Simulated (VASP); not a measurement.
Write the native input for VASP 6.6.1 that does the following.

```
Task                   : single point
Functional             : PBE
Potentials or basis    : VASP PAW PBE potentials, release 64 (Eu, O)
Cutoff                 : 800 eV
k mesh                 : 16 × 16 × 16
Occupations            : fermi-dirac, width 0.0612256 eV
Spin                   : no spin polarisation
Dipole correction      : no
Second try             : not_converged
Further INCAR settings : ALGO = All; EDIFF = 1e-06; NBANDS = 27
```

The structure of Eu2O (antifluorite type) lies in POSCAR:

```
Eu2O
1.0
    0.0000000000      2.9624532103      2.9624532103
    2.9624532103      0.0000000000      2.9624532103
    2.9624532103      2.9624532103      0.0000000000
Eu O
2 1
Direct
    0.2500000000      0.2500000000      0.2500000000
    0.7500000000      0.7500000000      0.7500000000
    0.0000000000      0.0000000000      0.0000000000
```

These files were run (other wordings do the same):

INCAR

```
SYSTEM = Eu2O
PREC = Accurate ; ENCUT = 800
EDIFF = 1E-6 ; ISMEAR = -1
SIGMA = 0.06122561905347299 ; LREAL = .False.
LASPH = .True. ; NELM = 300
ALGO = All ; ISIF = 2
LWAVE = .False. ; LCHARG = .False.
GGA = PE ; NBANDS = 27
GGA_COMPAT = .False. ; LMAXMIX = 6
ISEARCH = 1 ; KPAR = 4
```

KPOINTS

```
regular mesh
0
Gamma
  16 16 16
  0 0 0
```

Potentials or basis: VASP PAW PBE potentials, release 64 (Eu, O).

Launch:

```bash
$ cat potpaw_PBE.64/Eu/POTCAR potpaw_PBE.64/O/POTCAR > POTCAR
$ mpirun -np 4 vasp_std > vasp.out
```

Results of the run:

```json
{
 "Pressure": "-2.8 GPa",
 "Band gap on the k mesh": "zero (bands 20 and 21 overlap by 0.09 eV)"
}
```

Caveat: spin-orbit coupling is left out, which moves the levels of the heavy elements; the run has no spin polarisation, though such a crystal can be magnetic; semilocal functionals describe open f shells poorly, which spoils levels, moments and volumes.

It took 15 min on 4 MPI ranks on Intel(R) Xeon(R) Platinum 8375C CPU @ 2.90GHz (Ice Lake), on a shared host, peak memory 0.87 GiB a rank.
